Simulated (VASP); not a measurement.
# GaAs (F-43m) in VASP: a series of runs, part 2 of 2

VASP 6.6.1.

## Step 3: Electric field gradients, LDA (volume scaled by 0.98)

File INCAR:

```
SYSTEM = GaAs
PREC = Accurate
ENCUT = 520
EDIFF = 1E-8
ISMEAR = -1
SIGMA = 0.08
LREAL = .FALSE.
LASPH = .TRUE.
NELM = 100
ALGO = Normal
ISIF = 2
LWAVE = .FALSE.
LCHARG = .FALSE.
GGA = CA
LEFG = .TRUE.
NBANDS = 16
```

File KPOINTS:

```
regular mesh
0
G
  10 10 10
  0 0 0
```

File POSCAR:

```
GaAs
1.0
    0.0000000000      2.8078772807      2.8078772807
    2.8078772807      0.0000000000      2.8078772807
    2.8078772807      2.8078772807      0.0000000000
Ga As
1 1
Direct
    0.0000000000      0.0000000000      0.0000000000
    0.7500000000      0.7500000000      0.7500000000
```

Potentials or basis: VASP PAW LDA potentials, release 64 (Ga_d, As).

Launch:

```sh
> cat potpaw_LDA.64/Ga_d/POTCAR potpaw_LDA.64/As/POTCAR > POTCAR
> mpirun -np 1 vasp_std > vasp.out
```

OUTCAR:

```text
SYSTEM = GaAs
   PREC = Accurate
   ENCUT = 520
   EDIFF = 1E-8
   ISMEAR = -1
   LREAL = .FALSE.
   LASPH = .TRUE.
   NELM = 100
   ISIF = 2
   GGA = CA

 ion  position               nearest neighbor table
   1  0.000  0.000  0.000-   2 2.43   2 2.43   2 2.43   2 2.43
   2  0.750  0.750  0.750-   1 2.43   1 2.43   1 2.43   1 2.43

  LATTYP: Found a face centered cubic cell.
 ALAT       =     5.6157545614

  Lattice vectors:

 A1 = (   0.0000000000,   2.8078772807,   2.8078772807)
 A2 = (   2.8078772807,   0.0000000000,   2.8078772807)
 A3 = (   2.8078772807,   2.8078772807,   0.0000000000)

Analysis of symmetry for initial positions (statically):
=====================================================================
 Subroutine PRICEL returns:
 Original cell was already a primitive cell.

 Routine SETGRP: Setting up the symmetry group for a
 face centered cubic supercell.

 Subroutine GETGRP returns: Found 24 space group operations
 (whereof 24 operations were pure point group operations)
 out of a pool of 48 trial point group operations.

The static configuration has the point symmetry T_d .

Analysis of symmetry for dynamics (positions and initial velocities):
=====================================================================
 Subroutine PRICEL returns:
 Original cell was already a primitive cell.

 Routine SETGRP: Setting up the symmetry group for a
 face centered cubic supercell.

 Subroutine GETGRP returns: Found 24 space group operations
 (whereof 24 operations were pure point group operations)
 out of a pool of 48 trial point group operations.

The dynamic configuration has the point symmetry T_d .

 Subroutine INISYM returns: Found 24 space group operations
 (whereof 24 operations are pure point group operations),
 and found     1 'primitive' translations

----------------------------------------------------------------------------------------

                                     Primitive cell

  volume of cell :      44.2756

  direct lattice vectors                    reciprocal lattice vectors
     0.000000000  2.807877281  2.807877281    -0.178070460  0.178070460  0.178070460
     2.807877281  0.000000000  2.807877281     0.178070460 -0.178070460  0.178070460
     2.807877281  2.807877281  0.000000000     0.178070460  0.178070460 -0.178070460

  length of vectors
     3.970938132  3.970938132  3.970938132     0.308427085  0.308427085  0.308427085

  position of ions in fractional coordinates (direct lattice)
     0.000000000  0.000000000  0.000000000
     0.750000000  0.750000000  0.750000000

  ion indices of the primitive-cell ions
   primitive index   ion index
                 1           1
                 2           2

----------------------------------------------------------------------------------------

 KPOINTS: regular mesh

Automatic generation of k-mesh.
 Grid dimensions read from file:
 generate k-points for:   10   10   10

 Generating k-lattice:

[... 68 lines left out ...]
   ISYM   =      2    0-nonsym 1-usesym 2-fastsym
   POTIM  = 0.5000    time-step for ionic-motion
   TEBEG  =    0.0;   TEEND  =   0.0 temperature during run
   PSTRESS=    0.0 pullay stress
   NELECT =      18.0000    total number of electrons
   NUPDOWN=      -1.0000    fix difference up-down
   EMIN   =  10.00;   EMAX   =-10.00  energy-range for DOS
   EFERMI =   0.00;   METHOD = LEGACY
   ISMEAR =    -1;   SIGMA  =   0.08  broadening in eV -4-tet -1-fermi 0-gaus
   EFERMI_NEDOS =   21; number of points for ismear=-14 and -15
   IALGO  =     38    algorithm
   IMIX   =      4    mixing-type and parameters
     AMIX     =   0.40;   BMIX     =  1.00
     AMIX_MAG =   1.60;   BMIX_MAG =  1.00
  volume/ion in A,a.u.               =      22.14       149.39
  Fermi-wavevector in a.u.,A,eV,Ry     =   1.212767  2.291798 20.011517  1.470805
  Thomas-Fermi vector in A             =   2.348241
   LORBIT       =      0    0 simple, 1 ext, 2 COOP (PROOUT), +10 PAW based schemes
   GGA     = CA    functional components
   LHFCALC =     F    Hartree Fock is set to
   AEXX    =    0.0000 exact exchange contribution
   IVDW    =     0    specifies the selected vdW correction
   LEPSILON=     F    determine dielectric tensor
   LRPA    =     F    only Hartree local field effects (RPA)
 non-spin polarized calculation
  energy-cutoff  :      520.00
  volume of cell :       44.28
 maximum number of plane-waves:      1243
 NGX is ok and might be reduce to    30
   NGX = 15   NGY = 15   NGZ = 15

 number of electron      18.0000010 magnetization

 Free energy of the ion-electron system (eV)
  ---------------------------------------------------
  ext. energy  EPLUGINS =         0.00000000
  ---------------------------------------------------
  free energy    TOTEN  =        -9.64117712 eV

  energy without entropy =       -9.64099846  energy(sigma->0) =       -9.64108779

 E-fermi :   4.3153     XC(G=0): -10.0018

 val. band max:        3.9952518265   @ k =   0.0000   0.0000   0.0000
 cond. band min:       4.4800631006   @ k =   0.0000   0.0000   0.0000
 fundamental gap:      0.4848112742
 Fermi energy:         4.3152742728

 k-point     1 :       0.0000    0.0000    0.0000
  band No.  band energies     occupation
      1     -10.9701      2.00000
      2     -10.9701      2.00000
      3     -10.9701      2.00000
      4     -10.8869      2.00000
      5     -10.8869      2.00000
      6      -8.9156      2.00000
[... 433 lines left out ...]
      3     -10.9304      2.00000
      4     -10.9060      2.00000
      5     -10.8769      2.00000
      6      -7.1266      2.00000
[... 8 lines left out ...]
     15      16.3739      0.00000
     16      16.8182      0.00000

 [... further k-points ...]

------------------------ aborting loop because EDIFF is reached ----------------------------------------

  FORCE on cell =-STRESS in cart. coord.  units (eV):
  Direction    XX          YY          ZZ          XY          YZ          ZX
  --------------------------------------------------------------------------------------
  -------------------------------------------------------------------------------------
  Total       -0.0505248     -0.0505248     -0.0505248      0.0000000      0.0000000      0.0000000
  in kB       -1.8283131     -1.8283131     -1.8283131      0.0000000      0.0000000      0.0000000
  external PRESSURE =      -1.8283131 kB  Pullay stress =       0.0000000 kB

 VOLUME and BASIS-vectors are now :
 -----------------------------------------------------------------------------
  energy-cutoff  :      520.00
  volume of cell :       44.28
      direct lattice vectors                 reciprocal lattice vectors
     0.000000000  2.807877281  2.807877281    -0.178070460  0.178070460  0.178070460
     2.807877281  0.000000000  2.807877281     0.178070460 -0.178070460  0.178070460
     2.807877281  2.807877281  0.000000000     0.178070460  0.178070460 -0.178070460

 POSITION                                       TOTAL-FORCE (eV/Angst)
 -----------------------------------------------------------------------------------
      0.00000      0.00000      0.00000        -0.000000     -0.000000     -0.000000
      4.21182      4.21182      4.21182         0.000000      0.000000      0.000000
 -----------------------------------------------------------------------------------
    total drift:                                0.000001      0.000001      0.000000

  FREE ENERGIE OF THE ION-ELECTRON SYSTEM (eV)
  ---------------------------------------------------
  free  energy   TOTEN  =        -9.6411771186 eV

  energy  without entropy=       -9.6409984609  energy(sigma->0) =       -9.64108779

 Electric field gradients (V/A^2)
---------------------------------------------------------------------
 ion       V_xx      V_yy      V_zz      V_xy      V_xz      V_yz
---------------------------------------------------------------------
   1       0.000    -0.000    -0.000    -0.003    -0.003    -0.003
   2      -0.000     0.000     0.000     0.000     0.000     0.000
---------------------------------------------------------------------

 Electric field gradients after diagonalization (V/A^2)
 (convention: |V_zz| > |V_xx| > |V_yy|)
----------------------------------------------------------------------
 ion       V_xx      V_yy      V_zz     asymmetry (V_yy - V_xx)/ V_zz
----------------------------------------------------------------------
   1       0.003     0.003    -0.007       0.000
   2      -0.000    -0.000     0.000       0.000
----------------------------------------------------------------------

           NMR quadrupolar parameters

 Cq : quadrupolar parameter    Cq=e*Q*V_zz/h
 eta: asymmetry parameters     (V_yy - V_xx)/ V_zz
 Q  : nuclear electric quadrupole moment in mb (millibarn)
----------------------------------------------------------------------
 ion       Cq(MHz)       eta       Q (mb)
----------------------------------------------------------------------
   1      -0.000       0.000       1.000
   2       0.000       0.000       1.000
----------------------------------------------------------------------
```

Run time: 14 s. Hardware: 1 thread of Intel Xeon 6975P-C (Granite Rapids), shared host; peak memory 0.17 GiB.

Results:

```
Free energy            : -9.6412 eV
Pressure               : -0.2 GPa
Band gap on the k mesh : 0.48 eV, direct
```

Levels at points of the mesh, in eV from the valence-band top:
| k point | band 6 | band 7 | band 8 | band 9 | band 10 | band 11 | band 12 | band 13 |
| --- | --- | --- | --- | --- | --- | --- | --- | --- |
| (0.00, 0.00, 0.00) | -12.91 | 0.00 | 0.00 | 0.00 | 0.48 | 3.68 | 3.68 | 3.68 |
| (0.50, 0.00, 0.00) | -11.08 | -6.80 | -1.18 | -1.18 | 0.92 | 4.59 | 4.59 | 7.59 |
| (0.50, 0.50, 0.00) | -10.32 | -6.97 | -2.76 | -2.76 | 1.31 | 1.54 | 10.20 | 10.20 |

Caveat: without QUAD_EFG the Cq values of the log hold for a quadrupole moment of 1 mb, not for the nuclei. A k mesh can miss the band edges.

## Step 4: Electric field gradients, LDA (volume scaled by 0.99)

File INCAR:

```
ALGO = Normal
EDIFF = 1E-8
ENCUT = 520
GGA = CA
ISIF = 2
ISMEAR = -1
LASPH = True
LCHARG = False
LEFG = True
LREAL = False
LWAVE = False
NBANDS = 16
NELM = 80
PREC = Accurate
SIGMA = 0.08
```

File KPOINTS:

```
k-points
0
Gamma
  10 10 10
```

File POSCAR:

```
GaAs
1.0
    0.0000000000      2.8173955816      2.8173955816
    2.8173955816      0.0000000000      2.8173955816
    2.8173955816      2.8173955816      0.0000000000
Ga As
1 1
Direct
    0.0000000000      0.0000000000      0.0000000000
    0.7500000000      0.7500000000      0.7500000000
```

Potentials or basis: VASP PAW LDA potentials, release 64 (Ga_d, As).

Launch:

```sh
> cat potpaw_LDA.64/Ga_d/POTCAR potpaw_LDA.64/As/POTCAR > POTCAR
> mpirun -np 1 vasp_std > vasp.out
```

OUTCAR:

```text
EDIFF = 1E-8
   ENCUT = 520
   GGA = CA
   ISIF = 2
   ISMEAR = -1
   LASPH = True
   LREAL = False
   NELM = 80
   PREC = Accurate

 ion  position               nearest neighbor table
   1  0.000  0.000  0.000-   2 2.44   2 2.44   2 2.44   2 2.44
   2  0.750  0.750  0.750-   1 2.44   1 2.44   1 2.44   1 2.44

  LATTYP: Found a face centered cubic cell.
 ALAT       =     5.6347911632

  Lattice vectors:

 A1 = (   0.0000000000,   2.8173955816,   2.8173955816)
 A2 = (   2.8173955816,   0.0000000000,   2.8173955816)
[... 669 lines left out ...]
  free  energy   TOTEN  =        -9.6396459646 eV

  energy  without entropy=       -9.6393964927  energy(sigma->0) =       -9.63952123

 Electric field gradients (V/A^2)
---------------------------------------------------------------------
 ion       V_xx      V_yy      V_zz      V_xy      V_xz      V_yz
---------------------------------------------------------------------
   1       0.000     0.000     0.000    -0.003    -0.003    -0.003
   2      -0.000     0.000     0.000     0.000     0.000     0.000
---------------------------------------------------------------------

 Electric field gradients after diagonalization (V/A^2)
 (convention: |V_zz| > |V_xx| > |V_yy|)
----------------------------------------------------------------------
 ion       V_xx      V_yy      V_zz     asymmetry (V_yy - V_xx)/ V_zz
----------------------------------------------------------------------
   1       0.003     0.003    -0.007       0.000
   2      -0.000    -0.000     0.000       0.000
----------------------------------------------------------------------

           NMR quadrupolar parameters

 Cq : quadrupolar parameter    Cq=e*Q*V_zz/h
 eta: asymmetry parameters     (V_yy - V_xx)/ V_zz
 Q  : nuclear electric quadrupole moment in mb (millibarn)
----------------------------------------------------------------------
 ion       Cq(MHz)       eta       Q (mb)
----------------------------------------------------------------------
   1      -0.000       0.000       1.000
   2       0.000       0.000       1.000
----------------------------------------------------------------------
```

OSZICAR:

```text
N       E                     dE             d eps       ncg     rms          rms(c)
DAV:   1     0.816650328750E+02    0.81665E+02   -0.89919E+03  1528   0.156E+03
DAV:   2    -0.339565791417E+01   -0.85061E+02   -0.81480E+02  1712   0.303E+02
DAV:   3    -0.977185940286E+01   -0.63762E+01   -0.63550E+01  1792   0.658E+01
DAV:   4    -0.986720513084E+01   -0.95346E-01   -0.95331E-01  1864   0.890E+00
DAV:   5    -0.986861518586E+01   -0.14101E-02   -0.14100E-02  1880   0.995E-01    0.302E+00
DAV:   6    -0.968392470275E+01    0.18469E+00   -0.21625E-01  2280   0.818E+00    0.177E+00
DAV:   7    -0.964289815027E+01    0.41027E-01   -0.62616E-02  2120   0.185E+00    0.522E-01
DAV:   8    -0.963966237544E+01    0.32358E-02   -0.88110E-03  1808   0.103E+00    0.106E-01
DAV:   9    -0.963963535644E+01    0.27019E-04   -0.67398E-04  1848   0.320E-01    0.411E-02
DAV:  10    -0.963964120552E+01   -0.58491E-05   -0.40221E-05  2296   0.666E-02    0.216E-02
DAV:  11    -0.963964609516E+01   -0.48896E-05   -0.68904E-06  1688   0.402E-02    0.256E-03
DAV:  12    -0.963964596332E+01    0.13184E-06   -0.52424E-07  2120   0.105E-02    0.200E-03
DAV:  13    -0.963964596462E+01   -0.13024E-08   -0.78368E-08  1920   0.215E-03
   1 F= -.96396460E+01 E0= -.96395212E+01  d E =-.249472E-03
```

Wall time 14 s (1 thread of Intel Xeon 6975P-C (Granite Rapids), shared host); peak memory 0.16 GiB.

Results:

```
Free energy            : -9.6396 eV
Pressure               : -0.9 GPa
Band gap on the k mesh : 0.41 eV, direct
```

Caveat: without QUAD_EFG the Cq values of the log hold for a quadrupole moment of 1 mb, not for the nuclei. A k mesh can miss the band edges.
